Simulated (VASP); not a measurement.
Wanted: the native input for a VASP 6.6.1 run.

* Task: single point
* Functional: PBEsol
* Potentials or basis: VASP PAW PBE potentials, release 64 (Rh_pv)
* Cutoff: 520 eV
* k mesh: 28 × 28 × 28
* Occupations: gaussian, width 0.15 eV
* Spin: no spin polarisation
* Dipole correction: no
* Further INCAR settings: ALGO = Fast; EDIFF = 1e-06; NBANDS = 14

The structure of Rh lies in POSCAR:

```
Rh
1.0
    0.0000000000      1.8427466652      1.8899965797
    1.8427466652      0.0000000000      1.8899965797
    1.8427466652      1.8427466652      0.0000000000
Rh
1
Direct
    0.0000000000      0.0000000000      0.0000000000
```

This cell differs from its parent crystal: strain -0.025 along x and y, +0.000 along z.

These files were run (other wordings do the same):

INCAR

```
ALGO = Fast
EDIFF = 1E-6
ENCUT = 520
GGA = PS
ISIF = 2
ISMEAR = 0
LASPH = T
LCHARG = F
LREAL = F
LWAVE = F
NBANDS = 14
NELM = 100
PREC = Accurate
SIGMA = 0.15
```

KPOINTS

```
k-points
0
Gamma
  28 28 28
```

Potentials or basis: VASP PAW PBE potentials, release 64 (Rh_pv).

Run with:

```bash
$ cat potpaw_PBE.64/Rh_pv/POTCAR > POTCAR
$ mpirun -np 1 vasp_std > vasp.out
```

It gave:

```yaml
Pressure: 17.1 GPa
Band_gap_on_the_k_mesh: zero (an odd number of electrons rules out a gap without spin polarisation)
```

Caveat: the cell differs from its parent crystal (strain -0.025 along x and y, +0.000 along z); the stress differs along the axes, from 12 to 20 GPa; the PAW data sets were made with another functional, which shifts forces and pressure a little.

Wall time 3.7 min on 1 thread of Intel(R) Xeon(R) Platinum 8488C (Sapphire Rapids) (shared host), peak memory 0.36 GiB.
